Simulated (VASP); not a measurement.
# Bi4Te3 (P6/mmm) in VASP: single point with PBE

Aim: the single point of Bi4Te3 with PBE.

All numbers are computed with VASP 6.6.1; they aren't measurements. Logs are shortened: lines on timing, memory, paths and dates and some standing lists are left out, and cuts for length are marked.

**1. The cell of the first run**

It takes space group P6/mmm (No. 191, hexagonal). The conventional cell has a = 5.218 Å, b = 5.218 Å, c = 9.855 Å, α = 90.00°, β = 90.00°, γ = 120.00°. Within 4.0 Å of Bi (site symmetry 3m) lie 3 Bi at 3.01 Å and 3 Te at 3.21 Å. Within 3.4 Å of Te (site symmetry mmm) lie 4 Te at 2.61 Å and 4 Bi at 3.21 Å.

**2. Single point, PBE**

INCAR

```
PREC     = Accurate       # precision mode
ENCUT    = 520            # plane-wave cutoff, eV
EDIFF    = 1E-6           # SCF threshold, eV
ISMEAR   = 0              # smearing method
SIGMA    = 0.1            # smearing width, eV
LREAL    = F              # projectors in reciprocal space
LASPH    = T              # aspherical terms in the spheres
NELM     = 60             # most SCF steps
ALGO     = Fast           # electronic algorithm
ISIF     = 2              # what is computed and relaxed
LWAVE    = F              # write WAVECAR
LCHARG   = T              # write CHGCAR
GGA      = PE             # functional
LELF     = T              # ELF
LVHAR    = T            
NBANDS   = 48             # bands
```

KPOINTS

```
regular mesh
0
Gamma
  6 6 2
```

POSCAR

```
Bi4Te3
1.0
    5.2179879400      0.0000000000      0.0000000000
   -2.6089939700      4.5189101100      0.0000000000
    0.0000000000      0.0000000000      9.8550104600
Bi Te
4 3
Direct
    0.3333333300      0.6666666700      0.2877912300
    0.3333333300      0.6666666700      0.7122087700
    0.6666666700      0.3333333300      0.7122087700
    0.6666666700      0.3333333300      0.2877912300
    0.5000000000      0.0000000000      0.0000000000
    0.0000000000      0.5000000000      0.0000000000
    0.5000000000      0.5000000000      0.0000000000
```

Potentials or basis: VASP PAW PBE potentials, release 64 (Bi_d, Te).

Started as:

```bash
$ cat potpaw_PBE.64/Bi_d/POTCAR potpaw_PBE.64/Te/POTCAR > POTCAR
$ mpirun -np 1 vasp_std > vasp.out
```

OUTCAR:

```text
PREC = Accurate
   ENCUT = 520
   EDIFF = 1E-6
   ISMEAR = 0
   LREAL = F
   LASPH = T
   NELM = 60
   ISIF = 2
   GGA = PE

 ion  position               nearest neighbor table
   1  0.333  0.667  0.288-   4 3.01   4 3.01   4 3.01   5 3.21   6 3.21   7 3.21
   2  0.333  0.667  0.712-   3 3.01   3 3.01   3 3.01   5 3.21   6 3.21   7 3.21
   3  0.667  0.333  0.712-   2 3.01   2 3.01   2 3.01   5 3.21   6 3.21   7 3.21
   4  0.667  0.333  0.288-   1 3.01   1 3.01   1 3.01   5 3.21   6 3.21   7 3.21
   5  0.500  0.000  0.000-   6 2.61   7 2.61   7 2.61   6 2.61   1 3.21   2 3.21   3 3.21   4 3.21

   6  0.000  0.500  0.000-   5 2.61   5 2.61   7 2.61   7 2.61   1 3.21   2 3.21   3 3.21   4 3.21

   7  0.500  0.500  0.000-   5 2.61   5 2.61   6 2.61   6 2.61   1 3.21   2 3.21   3 3.21   4 3.21

  LATTYP: Found a hexagonal cell.
 ALAT       =     5.2179879400
 C/A-ratio  =     1.8886610267

  Lattice vectors:

 A1 = (   5.2179879400,   0.0000000000,   0.0000000000)
 A2 = (  -2.6089939700,   4.5189101100,   0.0000000000)
 A3 = (   0.0000000000,   0.0000000000,   9.8550104600)

Analysis of symmetry for initial positions (statically):
=====================================================================
 Subroutine PRICEL returns:
 Original cell was already a primitive cell.

 Routine SETGRP: Setting up the symmetry group for a
 hexagonal supercell.

 Subroutine GETGRP returns: Found 24 space group operations
 (whereof 24 operations were pure point group operations)
 out of a pool of 24 trial point group operations.

The static configuration has the point symmetry D_6h.

Analysis of symmetry for dynamics (positions and initial velocities):
=====================================================================
 Subroutine PRICEL returns:
 Original cell was already a primitive cell.

 Routine SETGRP: Setting up the symmetry group for a
 hexagonal supercell.

 Subroutine GETGRP returns: Found 24 space group operations
 (whereof 24 operations were pure point group operations)
 out of a pool of 24 trial point group operations.

The dynamic configuration has the point symmetry D_6h.

 Subroutine INISYM returns: Found 24 space group operations
 (whereof 24 operations are pure point group operations),
 and found     1 'primitive' translations

----------------------------------------------------------------------------------------

                                     Primitive cell

  volume of cell :     232.3774

  direct lattice vectors                    reciprocal lattice vectors
     5.217987940  0.000000000  0.000000000     0.191644751  0.110646149  0.000000000
    -2.608993970  4.518910110  0.000000000     0.000000000  0.221292297  0.000000000
     0.000000000  0.000000000  9.855010460     0.000000000  0.000000000  0.101471227

  length of vectors
     5.217987940  5.217987938  9.855010460     0.221292297  0.221292297  0.101471227

  position of ions in fractional coordinates (direct lattice)
     0.333333330  0.666666670  0.287791230
     0.333333330  0.666666670  0.712208770
     0.666666670  0.333333330  0.712208770
     0.666666670  0.333333330  0.287791230
     0.500000000  0.000000000  0.000000000
     0.000000000  0.500000000  0.000000000
     0.500000000  0.500000000  0.000000000

  ion indices of the primitive-cell ions
   primitive index   ion index
                 1           1
                 2           2
                 3           3
                 4           4
                 5           5
                 6           6
                 7           7

----------------------------------------------------------------------------------------

 KPOINTS: regular mesh

Automatic generation of k-mesh.
 Grid dimensions read from file:
 generate k-points for:    6    6    2

 Generating k-lattice:

  Cartesian coordinates                     Fractional coordinates (reciprocal lattice)
     0.031940792  0.018441025  0.000000000     0.166666667  0.000000000  0.000000000
     0.000000000  0.036882050  0.000000000     0.000000000  0.166666667  0.000000000
     0.000000000  0.000000000  0.050735613     0.000000000  0.000000000  0.500000000

  Length of vectors
     0.036882050  0.036882050  0.050735613

  Shift w.r.t. Gamma in fractional coordinates (k-lattice)
     0.000000000  0.000000000  0.000000000

 Subroutine IBZKPT returns following result:
 ===========================================

 Found     14 irreducible k-points:

 Following reciprocal coordinates:
            Coordinates               Weight
  0.000000  0.000000  0.000000      1.000000
  0.166667 -0.000000  0.000000      6.000000
  0.333333  0.000000  0.000000      6.000000
  0.500000  0.000000  0.000000      3.000000
  0.166667  0.166667  0.000000      6.000000
  0.333333  0.166667  0.000000     12.000000
  0.333333  0.333333  0.000000      2.000000
  0.000000  0.000000  0.500000      1.000000
  0.166667 -0.000000  0.500000      6.000000
  0.333333  0.000000  0.500000      6.000000
  0.500000  0.000000  0.500000      3.000000
  0.166667  0.166667  0.500000      6.000000
  0.333333  0.166667  0.500000     12.000000
  0.333333  0.333333  0.500000      2.000000
   k-points           NKPTS =     14   k-points in BZ     NKDIM =     14   number of bands    NBANDS=     48
   number of dos      NEDOS =    301   number of ions     NIONS =      7
   total plane-waves  NPLWV = 128000
   dimension x,y,z NGX =    40 NGY =   40 NGZ =   80
   dimension x,y,z NGXF=    80 NGYF=   80 NGZF=  160
   ions per type =               4   3
   NGX,Y,Z   is equivalent  to a cutoff of  12.74, 12.74, 13.50 a.u.
   NGXF,Y,Z  is equivalent  to a cutoff of  25.49, 25.49, 26.99 a.u.
 SYSTEM =  unknown system
   PREC   = accura    normal or accurate (medium, high low for compatibility)
   ISTART =      0    job   : 0-new  1-cont  2-samecut
   ICHARG =      2    charge: 1-file 2-atom 10-const
   ISPIN  =      1    spin polarized calculation?
   LNONCOLLINEAR =      F non collinear calculations
   LSORBIT =      F    spin-orbit coupling
   LASPH  =      T    aspherical Exc in radial PAW
   ENCUT  =  520.0 eV  38.22 Ry    6.18 a.u.   9.70  9.70 18.32*2*pi/ulx,y,z
   NELM   =     60;   NELMIN=  2; NELMDL= -5     # of ELM steps
   EDIFF  = 0.1E-05   stopping-criterion for ELM
   LREAL  =      F    real-space projection
   EDIFFG = 0.1E-04   stopping-criterion for IOM
   NSW    =      0    number of steps for IOM
   IBRION =     -1    ionic relax: 0-MD 1-quasi-New 2-CG
   NFREE  =      0    steps in history (QN), initial steepest desc. (CG)
   ISIF   =      2    stress and relaxation
   ISYM   =      2    0-nonsym 1-usesym 2-fastsym
   POTIM  = 0.5000    time-step for ionic-motion
   TEBEG  =    0.0;   TEEND  =   0.0 temperature during run
   PSTRESS=    0.0 pullay stress
   NELECT =      78.0000    total number of electrons
   NUPDOWN=      -1.0000    fix difference up-down
   EMIN   =  10.00;   EMAX   =-10.00  energy-range for DOS
   EFERMI =   0.00;   METHOD = LEGACY
   ISMEAR =     0;   SIGMA  =   0.10  broadening in eV -4-tet -1-fermi 0-gaus
   EFERMI_NEDOS =   21; number of points for ismear=-14 and -15
   IALGO  =     68    algorithm
   IMIX   =      4    mixing-type and parameters
     AMIX     =   0.40;   BMIX     =  1.00
     AMIX_MAG =   1.60;   BMIX_MAG =  1.00
  volume/ion in A,a.u.               =      33.20       224.02
  Fermi-wavevector in a.u.,A,eV,Ry     =   1.137737  2.150010 17.611989  1.294445
  Thomas-Fermi vector in A             =   2.274441
   LORBIT       =      0    0 simple, 1 ext, 2 COOP (PROOUT), +10 PAW based schemes
   GGA     = PE    functional components
   LHFCALC =     F    Hartree Fock is set to
   AEXX    =    0.0000 exact exchange contribution
   IVDW    =     0    specifies the selected vdW correction
   LEPSILON=     F    determine dielectric tensor
   LRPA    =     F    only Hartree local field effects (RPA)
 non-spin polarized calculation
 RMM-DIIS sequential band-by-band and
 Gauss-broadening in eV      SIGMA  =   0.10
  energy-cutoff  :      520.00
  volume of cell :      232.38
 maximum number of plane-waves:      6313
 NGX is ok and might be reduce to    40
   NGX = 19   NGY = 19   NGZ = 37

 number of electron      77.9999979 magnetization

 Free energy of the ion-electron system (eV)
  ---------------------------------------------------
  ext. energy  EPLUGINS =         0.00000000
  ---------------------------------------------------
  free energy    TOTEN  =       -16.24519712 eV

  energy without entropy =      -16.22823414  energy(sigma->0) =      -16.23671563

 E-fermi :   7.1200     XC(G=0):  -9.1644

 val. band max:        7.1088504043   @ k =   0.3333   0.3333   0.5000
 cond. band min:       7.1549559068   @ k =   0.1667   0.1667   0.0000
 fundamental gap:      0.0461055025
 Fermi energy:         7.1200475692

 k-point     1 :       0.0000    0.0000    0.0000
  band No.  band energies     occupation
      1     -16.0268      2.00000
      2     -16.0120      2.00000
      3     -15.9683      2.00000
      4     -15.9683      2.00000
      5     -15.9681      2.00000
      6     -15.9681      2.00000
[... 40 lines left out ...]
     47      11.1003      0.00000
     48      11.3191      0.00000

 k-point     2 :       0.1667   -0.0000    0.0000
  band No.  band energies     occupation
      1     -16.0297      2.00000
      2     -16.0181      2.00000
      3     -15.9983      2.00000
      4     -15.9980      2.00000
      5     -15.9900      2.00000
      6     -15.9871      2.00000
[... 40 lines left out ...]
     47      10.4933      0.00000
     48      11.2020      0.00000

 k-point     3 :       0.3333    0.0000    0.0000
  band No.  band energies     occupation
      1     -16.0538      2.00000
      2     -16.0502      2.00000
      3     -16.0423      2.00000
      4     -16.0420      2.00000
      5     -16.0015      2.00000
      6     -15.9918      2.00000
[... 40 lines left out ...]
     47      10.1987      0.00000
     48      10.3318      0.00000

 k-point     4 :       0.5000    0.0000    0.0000
  band No.  band energies     occupation
      1     -16.0692      2.00000
      2     -16.0667      2.00000
      3     -16.0601      2.00000
      4     -16.0598      2.00000
      5     -16.0001      2.00000
      6     -15.9897      2.00000
[... 448 lines left out ...]
     47      10.4639      0.00000
     48      10.9363      0.00000

 k-point    13 :       0.3333    0.1667    0.5000
  band No.  band energies     occupation
      1     -16.0900      2.00000
      2     -16.0896      2.00000
      3     -16.0300      2.00000
      4     -16.0284      2.00000
      5     -16.0026      2.00000
      6     -15.9994      2.00000
[... 40 lines left out ...]
     47      11.0832      0.00000
     48      11.3344      0.00000

 k-point    14 :       0.3333    0.3333    0.5000
  band No.  band energies     occupation
      1     -16.1075      2.00000
      2     -16.1072      2.00000
      3     -16.0135      2.00000
      4     -16.0135      2.00000
      5     -16.0109      2.00000
      6     -16.0109      2.00000
[... 40 lines left out ...]
     47      10.3815      0.00000
     48      11.5546      0.00000

------------------------ aborting loop because EDIFF is reached ----------------------------------------

  FORCE on cell =-STRESS in cart. coord.  units (eV):
  Direction    XX          YY          ZZ          XY          YZ          ZX
  --------------------------------------------------------------------------------------
  -------------------------------------------------------------------------------------
  Total       37.6263199     37.6263199     25.7112757      0.0000000      0.0000000      0.0000000
  in kB      259.4229915    259.4229912    177.2720815      0.0000000      0.0000000      0.0000000
  external PRESSURE =     232.0393547 kB  Pullay stress =       0.0000000 kB

 VOLUME and BASIS-vectors are now :
 -----------------------------------------------------------------------------
  energy-cutoff  :      520.00
  volume of cell :      232.38
      direct lattice vectors                 reciprocal lattice vectors
     5.217987940  0.000000000  0.000000000     0.191644751  0.110646149  0.000000000
    -2.608993970  4.518910110  0.000000000     0.000000000  0.221292297  0.000000000
     0.000000000  0.000000000  9.855010460     0.000000000  0.000000000  0.101471227

 POSITION                                       TOTAL-FORCE (eV/Angst)
 -----------------------------------------------------------------------------------
     -0.00000      3.01261      2.83619         0.000000      0.000000      2.525398
     -0.00000      3.01261      7.01882        -0.000000      0.000000     -2.525398
      2.60899      1.50630      7.01882         0.000000     -0.000000     -2.525398
      2.60899      1.50630      2.83619         0.000000     -0.000000      2.525398
      2.60899      0.00000      0.00000         0.000000     -0.000000     -0.000000
     -1.30450      2.25946      0.00000         0.000000     -0.000000     -0.000000
      1.30450      2.25946      0.00000         0.000000     -0.000000     -0.000000
 -----------------------------------------------------------------------------------
    total drift:                                0.000000     -0.000000     -0.000000

  FREE ENERGIE OF THE ION-ELECTRON SYSTEM (eV)
  ---------------------------------------------------
  free  energy   TOTEN  =       -16.2451971249 eV

  energy  without entropy=      -16.2282341410  energy(sigma->0) =      -16.23671563
```

It took 2.6 min on 1 thread of Intel Xeon Platinum 8259CL at 2.50GHz (Skylake/Cascade Lake), shared host; peak memory 0.42 GiB.

Results:

| Property | Result |
| --- | --- |
| Free energy | -16.2452 eV |
| Pressure | 23.2 GPa |
| Largest force | 2.525 eV/Å |
| Band gap on the k mesh | zero (band 39 reaches 7.77 eV, above the bottom of band 40 at 6.31 eV) |

Forces on the atoms (eV/Å):
```
Bi   0.000  0.000  2.525
Bi   0.000  0.000 -2.525
Bi   0.000  0.000 -2.525
Bi   0.000  0.000  2.525
Te   0.000  0.000  0.000
Te   0.000  0.000  0.000
Te   0.000  0.000  0.000
```

Stress tensor (GPa, compression positive):
```
25.94  0.00  0.00
 0.00 25.94  0.00
 0.00  0.00 17.73
```

Caveat: spin-orbit coupling is left out, which moves the levels of the heavy elements; this functional lacks dispersion, which binds the layers, so the pressure and a relaxed spacing across them are unreliable; forces of over 1 eV/Å act on the atoms, so gaps and moduli don't describe the material at rest.
